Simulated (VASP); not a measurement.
# WC (Qusongite) (P-6m2) in VASP: notebook

WC (Qusongite) is run at these levels: PBE; tasks: single point, relaxation of shape and atoms at fixed volume.

All numbers are computed with VASP 6.6.1; they aren't measurements. Logs are shortened: lines on timing, memory, paths and dates and some standing lists are left out, and cuts for length are marked.

### Step 1. The cell of the first run

It takes space group P-6m2 (No. 187, hexagonal). Conventional cell: a = 2.890 Å, b = 2.890 Å, c = 2.823 Å, α = 90.00°, β = 90.00°, γ = 120.00°. Within 2.9 Å of W (site symmetry -6m2) lie 6 C at 2.19 Å and 8 W at 2.82 to 2.89 Å. C (site symmetry -6m2) has 6 W at 2.19 Å and 8 C at 2.82 to 2.89 Å within 2.9 Å.

### Step 2. Single point, PBE (volume scaled by 0.97, then relaxed in part)

INCAR reads:

```
  PREC = Accurate
  ENCUT = 520
  EDIFF = 1E-6
  ISMEAR = 0
  SIGMA = 0.1
  LREAL = F
  LASPH = T
  NELM = 100
  ALGO = Normal
  ISIF = 2
  LWAVE = F
  LCHARG = T
  GGA = PE
  LELF = T
  LVHAR = T
  NBANDS = 16
```

KPOINTS reads:

```
Automatic mesh
0
Gamma
  18 18 14
```

POSCAR reads:

```
WC
1.0
    2.8896855436      0.0000000000      0.0000000000
   -1.4448427718      2.5025410897      0.0000000000
    0.0000000000      0.0000000000      2.8231309607
W C
1 1
Direct
    0.0000000000      0.0000000000      0.0000000000
    0.6666666667      0.3333333333      0.5000000000
```

Potentials or basis: VASP PAW PBE potentials, release 64 (W_sv, C).

Run with:

```sh
cat potpaw_PBE.64/W_sv/POTCAR potpaw_PBE.64/C/POTCAR > POTCAR
mpirun -np 1 vasp_std > vasp.out
```

OUTCAR:

```text
PREC = Accurate
   ENCUT = 520
   EDIFF = 1E-6
   ISMEAR = 0
   LREAL = F
   LASPH = T
   NELM = 100
   ISIF = 2
   GGA = PE

 ion  position               nearest neighbor table
   1  0.000  0.000  0.000-   2 2.19   2 2.19   2 2.19   2 2.19   2 2.19   2 2.19
   2  0.667  0.333  0.500-   1 2.19   1 2.19   1 2.19   1 2.19   1 2.19   1 2.19

  LATTYP: Found a hexagonal cell.
 ALAT       =     2.8896855436
 C/A-ratio  =     0.9769682265

  Lattice vectors:

 A1 = (   2.8896855436,   0.0000000000,   0.0000000000)
 A2 = (  -1.4448427718,   2.5025410897,   0.0000000000)
 A3 = (   0.0000000000,   0.0000000000,   2.8231309607)

Analysis of symmetry for initial positions (statically):
=====================================================================
 Subroutine PRICEL returns:
 Original cell was already a primitive cell.

 Routine SETGRP: Setting up the symmetry group for a
 hexagonal supercell.

 Subroutine GETGRP returns: Found 12 space group operations
 (whereof 12 operations were pure point group operations)
 out of a pool of 24 trial point group operations.

The static configuration has the point symmetry D_3h.

Analysis of symmetry for dynamics (positions and initial velocities):
=====================================================================
 Subroutine PRICEL returns:
 Original cell was already a primitive cell.

 Routine SETGRP: Setting up the symmetry group for a
 hexagonal supercell.

 Subroutine GETGRP returns: Found 12 space group operations
 (whereof 12 operations were pure point group operations)
 out of a pool of 24 trial point group operations.

The dynamic configuration has the point symmetry D_3h.

 Subroutine INISYM returns: Found 12 space group operations
 (whereof 12 operations are pure point group operations),
 and found     1 'primitive' translations

----------------------------------------------------------------------------------------

                                     Primitive cell

  volume of cell :      20.4156

  direct lattice vectors                    reciprocal lattice vectors
     2.889685544  0.000000000  0.000000000     0.346058415  0.199796919  0.000000000
    -1.444842772  2.502541090  0.000000000     0.000000000  0.399593838  0.000000000
     0.000000000  0.000000000  2.823130961     0.000000000  0.000000000  0.354216653

  length of vectors
     2.889685544  2.889685544  2.823130961     0.399593838  0.399593838  0.354216653

  position of ions in fractional coordinates (direct lattice)
     0.000000000  0.000000000  0.000000000
     0.666666667  0.333333333  0.500000000

  ion indices of the primitive-cell ions
   primitive index   ion index
                 1           1
                 2           2

----------------------------------------------------------------------------------------

 KPOINTS: Automatic mesh

Automatic generation of k-mesh.
 Grid dimensions read from file:
 generate k-points for:   18   18   14

 Generating k-lattice:

  Cartesian coordinates                     Fractional coordinates (reciprocal lattice)
     0.019225468  0.011099829  0.000000000     0.055555556 -0.000000000  0.000000000
     0.000000000  0.022199658  0.000000000     0.000000000  0.055555556  0.000000000
     0.000000000  0.000000000  0.025301190     0.000000000  0.000000000  0.071428571

  Length of vectors
     0.022199658  0.022199658  0.025301190

  Shift w.r.t. Gamma in fractional coordinates (k-lattice)
     0.000000000  0.000000000  0.000000000

 Subroutine IBZKPT returns following result:
 ===========================================

 Found    296 irreducible k-points:

 Following reciprocal coordinates:
            Coordinates               Weight
  0.000000  0.000000  0.000000      1.000000
  0.055556  0.000000  0.000000      6.000000
  0.111111  0.000000  0.000000      6.000000
  0.166667  0.000000  0.000000      6.000000
  0.222222  0.000000  0.000000      6.000000
  0.277778  0.000000  0.000000      6.000000
[... 16 lines left out ...]
  0.333333  0.111111  0.000000     12.000000
  0.388889  0.111111  0.000000     12.000000
 [... further k-points ...]
   k-points           NKPTS =    296   k-points in BZ     NKDIM =    296   number of bands    NBANDS=     16
   number of dos      NEDOS =    301   number of ions     NIONS =      2
   total plane-waves  NPLWV =  13824
   dimension x,y,z NGX =    24 NGY =   24 NGZ =   24
   dimension x,y,z NGXF=    48 NGYF=   48 NGZF=   48
   ions per type =               1   1
   NGX,Y,Z   is equivalent  to a cutoff of  13.81, 13.81, 14.13 a.u.
   NGXF,Y,Z  is equivalent  to a cutoff of  27.61, 27.61, 28.27 a.u.
 SYSTEM =  unknown system
   PREC   = accura    normal or accurate (medium, high low for compatibility)
   ISTART =      0    job   : 0-new  1-cont  2-samecut
   ICHARG =      2    charge: 1-file 2-atom 10-const
   ISPIN  =      1    spin polarized calculation?
   LNONCOLLINEAR =      F non collinear calculations
   LSORBIT =      F    spin-orbit coupling
   LASPH  =      T    aspherical Exc in radial PAW
   ENCUT  =  520.0 eV  38.22 Ry    6.18 a.u.   5.37  5.37  5.25*2*pi/ulx,y,z
   NELM   =    100;   NELMIN=  2; NELMDL= -5     # of ELM steps
   EDIFF  = 0.1E-05   stopping-criterion for ELM
   LREAL  =      F    real-space projection
   EDIFFG = 0.1E-04   stopping-criterion for IOM
   NSW    =      0    number of steps for IOM
   IBRION =     -1    ionic relax: 0-MD 1-quasi-New 2-CG
   NFREE  =      0    steps in history (QN), initial steepest desc. (CG)
   ISIF   =      2    stress and relaxation
   ISYM   =      2    0-nonsym 1-usesym 2-fastsym
   POTIM  = 0.5000    time-step for ionic-motion
   TEBEG  =    0.0;   TEEND  =   0.0 temperature during run
   PSTRESS=    0.0 pullay stress
   NELECT =      18.0000    total number of electrons
   NUPDOWN=      -1.0000    fix difference up-down
   EMIN   =  10.00;   EMAX   =-10.00  energy-range for DOS
   EFERMI =   0.00;   METHOD = LEGACY
   ISMEAR =     0;   SIGMA  =   0.10  broadening in eV -4-tet -1-fermi 0-gaus
   EFERMI_NEDOS =   21; number of points for ismear=-14 and -15
   IALGO  =     38    algorithm
   IMIX   =      4    mixing-type and parameters
     AMIX     =   0.40;   BMIX     =  1.00
     AMIX_MAG =   1.60;   BMIX_MAG =  1.00
  volume/ion in A,a.u.               =      10.21        68.89
  Fermi-wavevector in a.u.,A,eV,Ry     =   1.569801  2.966495 33.528518  2.464277
  Thomas-Fermi vector in A             =   2.671630
   LORBIT       =      0    0 simple, 1 ext, 2 COOP (PROOUT), +10 PAW based schemes
   GGA     = PE    functional components
   LHFCALC =     F    Hartree Fock is set to
   AEXX    =    0.0000 exact exchange contribution
   IVDW    =     0    specifies the selected vdW correction
   LEPSILON=     F    determine dielectric tensor
   LRPA    =     F    only Hartree local field effects (RPA)
 non-spin polarized calculation
 Gauss-broadening in eV      SIGMA  =   0.10
  energy-cutoff  :      520.00
  volume of cell :       20.42
 maximum number of plane-waves:       574
 NGX is ok and might be reduce to    24
   NGX = 11   NGY = 11   NGZ = 11

 number of electron      18.0000000 magnetization

 Free energy of the ion-electron system (eV)
  ---------------------------------------------------
  ext. energy  EPLUGINS =         0.00000000
  ---------------------------------------------------
  free energy    TOTEN  =       -22.42113608 eV

  energy without entropy =      -22.41987933  energy(sigma->0) =      -22.42050770

 E-fermi :  11.3118     XC(G=0): -13.8915

 val. band max:       11.2663058211   @ k =   0.1111   0.0000   0.3571
 cond. band min:      11.3339076519   @ k =   0.3333   0.2222   0.0000
 fundamental gap:      0.0676018308
 Fermi energy:        11.3117861667

 k-point     1 :       0.0000    0.0000    0.0000
  band No.  band energies     occupation
      1     -62.6538      2.00000
      2     -26.6352      2.00000
      3     -26.5260      2.00000
      4     -26.5260      2.00000
      5      -3.2616      2.00000
      6       6.9067      2.00000
[... 8 lines left out ...]
     15      25.8195      0.00000
     16      28.2110      0.00000

 k-point     2 :       0.0556    0.0000    0.0000
  band No.  band energies     occupation
      1     -62.6519      2.00000
      2     -26.6316      2.00000
      3     -26.5537      2.00000
      4     -26.5322      2.00000
      5      -3.1781      2.00000
      6       6.9395      2.00000
[... 8 lines left out ...]
     15      25.6223      0.00000
     16      28.3868      0.00000

 k-point     3 :       0.1111    0.0000    0.0000
  band No.  band energies     occupation
      1     -62.6465      2.00000
      2     -26.6327      2.00000
      3     -26.6214      2.00000
      4     -26.5501      2.00000
      5      -2.9344      2.00000
      6       6.9192      2.00000
[... 8 lines left out ...]
     15      25.2953      0.00000
     16      28.8935      0.00000

 k-point     4 :       0.1667    0.0000    0.0000
  band No.  band energies     occupation
      1     -62.6381      2.00000
      2     -26.7521      2.00000
      3     -26.6057      2.00000
      4     -26.5774      2.00000
      5      -2.5498      2.00000
      6       6.5486      2.00000
[... 8 lines left out ...]
     15      25.1190      0.00000
     16      29.6750      0.00000
[... 324 lines left out ...]
 k-point    22 :       0.2778    0.1111    0.0000
  band No.  band energies     occupation
      1     -62.6037      2.00000
      2     -27.1795      2.00000
      3     -26.7305      2.00000
      4     -26.5408      2.00000
      5      -0.7250      2.00000
      6       4.9295      2.00000
[... 8 lines left out ...]
     15      26.6316      0.00000
     16      28.1028      0.00000

 k-point    23 :       0.3333    0.1111    0.0000
  band No.  band energies     occupation
      1     -62.5958      2.00000
      2     -27.2749      2.00000
      3     -26.7646      2.00000
      4     -26.5258      2.00000
      5      -0.2044      2.00000
      6       4.5901      2.00000
[... 8 lines left out ...]
     15      26.1830      0.00000
     16      28.3297      0.00000

 k-point    24 :       0.3889    0.1111    0.0000
  band No.  band energies     occupation
      1     -62.5905      2.00000
      2     -27.3365      2.00000
      3     -26.7868      2.00000
      4     -26.5160      2.00000
      5       0.1748      2.00000
      6       4.3660      2.00000
[... 8 lines left out ...]
     15      25.3260      0.00000
     16      29.0454      0.00000

 [... further k-points ...]

------------------------ aborting loop because EDIFF is reached ----------------------------------------

  FORCE on cell =-STRESS in cart. coord.  units (eV):
  Direction    XX          YY          ZZ          XY          YZ          ZX
  --------------------------------------------------------------------------------------
  -------------------------------------------------------------------------------------
  Total        1.7293343      1.7293343      1.7692074      0.0000000      0.0000000     -0.0000000
  in kB      135.7146408    135.7146408    138.8437999      0.0000000      0.0000000     -0.0000000
  external PRESSURE =     136.7576938 kB  Pullay stress =       0.0000000 kB

 VOLUME and BASIS-vectors are now :
 -----------------------------------------------------------------------------
  energy-cutoff  :      520.00
  volume of cell :       20.42
      direct lattice vectors                 reciprocal lattice vectors
     2.889685544  0.000000000  0.000000000     0.346058415  0.199796919  0.000000000
    -1.444842772  2.502541090  0.000000000     0.000000000  0.399593838  0.000000000
     0.000000000  0.000000000  2.823130961     0.000000000  0.000000000  0.354216653

 POSITION                                       TOTAL-FORCE (eV/Angst)
 -----------------------------------------------------------------------------------
      0.00000      0.00000      0.00000        -0.000000      0.000000      0.000000
      1.44484      0.83418      1.41157         0.000000     -0.000000      0.000000
 -----------------------------------------------------------------------------------
    total drift:                                0.000000     -0.000000      0.000000

  FREE ENERGIE OF THE ION-ELECTRON SYSTEM (eV)
  ---------------------------------------------------
  free  energy   TOTEN  =       -22.4211360800 eV

  energy  without entropy=      -22.4198793286  energy(sigma->0) =      -22.42050770
```

Run time: 44 s. Hardware: 1 thread of Intel Xeon Platinum 8259CL at 2.50GHz (Skylake/Cascade Lake), shared host; peak memory 0.22 GiB.

What came out:

```yaml
Free_energy: -22.4211 eV
Pressure: 13.7 GPa
Band_gap_on_the_k_mesh: zero (band 9 reaches 11.94 eV, above the bottom of band 10 at 10.71 eV)
```

Stress tensor (GPa, compression positive):
```
13.57  0.00  0.00
 0.00 13.57  0.00
 0.00  0.00 13.88
```

Caveat: the cell differs from its parent crystal (volume scaled by 0.97, then relaxed in part); spin-orbit coupling is left out, which moves the levels of the heavy elements.

### Step 3. Relaxation of shape and atoms at fixed volume, PBE (volume scaled by 0.97)

INCAR reads:

```
PREC     = Accurate       # precision mode
ENCUT    = 600            # plane-wave cutoff, eV
EDIFF    = 1E-6           # SCF threshold, eV
ISMEAR   = 0              # smearing method
SIGMA    = 0.1            # smearing width, eV
LREAL    = False          # projectors in reciprocal space
LASPH    = True           # aspherical terms in the spheres
NELM     = 100            # most SCF steps
ALGO     = Normal         # electronic algorithm
ISIF     = 4              # what is computed and relaxed
LWAVE    = False          # write WAVECAR
LCHARG   = False          # write CHGCAR
GGA      = PE             # functional
IBRION   = 2              # ionic algorithm
NSW      = 50             # ionic steps
EDIFFG   = -0.01          # ionic threshold
```

KPOINTS is that of step 2.

POSCAR reads:

```
WC
1.0
    2.8921649940      0.0000000000      0.0000000000
   -1.4460824970      2.5046883568      0.0000000000
    0.0000000000      0.0000000000      2.8182925004
W C
1 1
Direct
    0.0000000000      0.0000000000      0.0000000000
    0.6666666667      0.3333333333      0.5000000000
```

Potentials or basis: VASP PAW PBE potentials, release 64 (W_sv, C).

Run with:

```sh
cat potpaw_PBE.64/W_sv/POTCAR potpaw_PBE.64/C/POTCAR > POTCAR
mpirun -np 1 vasp_std > vasp.out
```

OUTCAR:

```text
PREC = Accurate
   ENCUT = 600
   EDIFF = 1E-6
   ISMEAR = 0
   LREAL = False
   LASPH = True
   NELM = 100
   ISIF = 4
   GGA = PE
   IBRION = 2
   NSW = 50
   EDIFFG = -0.01

 ion  position               nearest neighbor table
   1  0.000  0.000  0.000-   2 2.18   2 2.18   2 2.18   2 2.18   2 2.18   2 2.18
   2  0.667  0.333  0.500-   1 2.18   1 2.18   1 2.18   1 2.18   1 2.18   1 2.18

  LATTYP: Found a hexagonal cell.
 ALAT       =     2.8921649940
 C/A-ratio  =     0.9744577181

  Lattice vectors:

 A1 = (   2.8921649940,   0.0000000000,   0.0000000000)
 A2 = (  -1.4460824970,   2.5046883568,   0.0000000000)
 A3 = (   0.0000000000,   0.0000000000,   2.8182925004)

Analysis of symmetry for initial positions (statically):
=====================================================================
 Subroutine PRICEL returns:
 Original cell was already a primitive cell.

 Routine SETGRP: Setting up the symmetry group for a
 hexagonal supercell.

 Subroutine GETGRP returns: Found 12 space group operations
 (whereof 12 operations were pure point group operations)
 out of a pool of 24 trial point group operations.

The static configuration has the point symmetry D_3h.

[... 171 lines left out ...]
  in kB      129.5128907    129.5128907    152.4050950      0.0000000      0.0000000      0.0000000
  external PRESSURE =     137.1436254 kB  Pullay stress =       0.0000000 kB
[... 59 lines left out ...]
--------------------------------------- Ionic step        3  -------------------------------------------

 number of electron      18.0000000 magnetization

 Free energy of the ion-electron system (eV)
  ---------------------------------------------------
  ext. energy  EPLUGINS =         0.00000000
  ---------------------------------------------------
  free energy    TOTEN  =       -22.42210946 eV

  energy without entropy =      -22.42085454  energy(sigma->0) =      -22.42148200

 E-fermi :  11.3111     XC(G=0): -13.8915

 val. band max:       11.2667940123   @ k =   0.1111   0.0000   0.3571
 cond. band min:      11.3350950383   @ k =   0.4444   0.0000   0.5000
 fundamental gap:      0.0683010260
 Fermi energy:        11.3111154507

 k-point     1 :       0.0000    0.0000    0.0000
  band No.  band energies     occupation
      1     -62.6547      2.00000
      2     -26.6371      2.00000
      3     -26.5260      2.00000
      4     -26.5260      2.00000
      5      -3.2619      2.00000
      6       6.9056      2.00000
      7       7.9231      2.00000
      8       7.9231      2.00000
      9      11.3905      0.26133
     10      14.6243      0.00000
     11      14.6243      0.00000
     12      17.0242      0.00000
     13      17.0242      0.00000
[... 354 lines left out ...]
  band No.  band energies     occupation
      1     -62.5914      2.00000
      2     -27.3374      2.00000
      3     -26.7872      2.00000
      4     -26.5177      2.00000
      5       0.1756      2.00000
      6       4.3663      2.00000
      7       7.6389      2.00000
      8       7.7168      2.00000
      9      10.8110      2.00000
     10      13.1673      0.00000
     11      14.9525      0.00000
     12      16.2472      0.00000
     13      18.9632      0.00000

 [... further k-points ...]
[... 5 lines left out ...]
  --------------------------------------------------------------------------------------
  -------------------------------------------------------------------------------------
  Total        1.7363952      1.7363952      1.7261972      0.0000000     -0.0000000      0.0000000
  in kB      136.2687684    136.2687684    135.4684487      0.0000000     -0.0000000      0.0000000
  external PRESSURE =     136.0019952 kB  Pullay stress =       0.0000000 kB
[... 17 lines left out ...]
  FREE ENERGIE OF THE ION-ELECTRON SYSTEM (eV)
  ---------------------------------------------------
  free  energy   TOTEN  =       -22.4221094616 eV

  energy  without entropy=      -22.4208545373  energy(sigma->0) =      -22.42148200

 reached required accuracy - stopping structural energy minimisation
```

OSZICAR:

```text
N       E                     dE             d eps       ncg     rms          rms(c)
DAV:   1     0.122752344290E+03    0.12275E+03   -0.10697E+04  7696   0.170E+03
DAV:   2    -0.210180612624E+02   -0.14377E+03   -0.13978E+03  8696   0.411E+02
DAV:   3    -0.254447977768E+02   -0.44267E+01   -0.43841E+01  9470   0.650E+01
DAV:   4    -0.254893176134E+02   -0.44520E-01   -0.44478E-01  8409   0.686E+00
[... 19 lines left out ...]
DAV:   1    -0.224236536690E+02   -0.20800E-02   -0.54831E-02  7726   0.283E+00    0.197E-01
DAV:   2    -0.224225175861E+02    0.11361E-02   -0.23423E-03  8161   0.487E-01    0.105E-01
DAV:   3    -0.224221139638E+02    0.40362E-03   -0.81761E-04  8326   0.266E-01    0.337E-02
DAV:   4    -0.224221104220E+02    0.35417E-05   -0.33014E-05  8341   0.574E-02    0.156E-02
DAV:   5    -0.224221094616E+02    0.96042E-06   -0.28067E-06  7891   0.167E-02
   3 F= -.22422109E+02 E0= -.22421482E+02  d E =-.289436E-03
```

It took 75 s on 1 thread of Intel Xeon Platinum 8259CL at 2.50GHz (Skylake/Cascade Lake), shared host; peak memory 0.22 GiB.

Results:

```
Free energy               : -22.4221 eV
Energy gained by relaxing : 0.1 meV/atom
Ionic steps               : 3
Pressure after relaxing   : 13.6 GPa
Band gap on the k mesh    : zero (band 9 reaches 11.94 eV, above the bottom of band 10 at 10.71 eV)
```

Step by step:
```
step  energy change (eV)  largest force (eV/Å)  pressure (GPa)  volume (Å³)
   1              0.0000                0.0000           13.71        20.42
   2              0.0002                0.0000           13.43        20.42
   3             -0.0003                0.0000           13.60        20.42
```

Final structure:
```yaml
crystal:
  lattice:
    - [2.88928, 0.00000, 0.00000]
    - [-1.44464, 2.50219, 0.00000]
    - [0.00000, 0.00000, 2.82391]
  atoms:
    - { symbol: W, position: [0.00000, 0.00000, 0.00000] }
    - { symbol: C, position: [0.66667, 0.33333, 0.50000] }
```

Caveat: the cell differs from its parent crystal (volume scaled by 0.97); spin-orbit coupling is left out, which moves the levels of the heavy elements.

(Continued in part 2 of 2.)
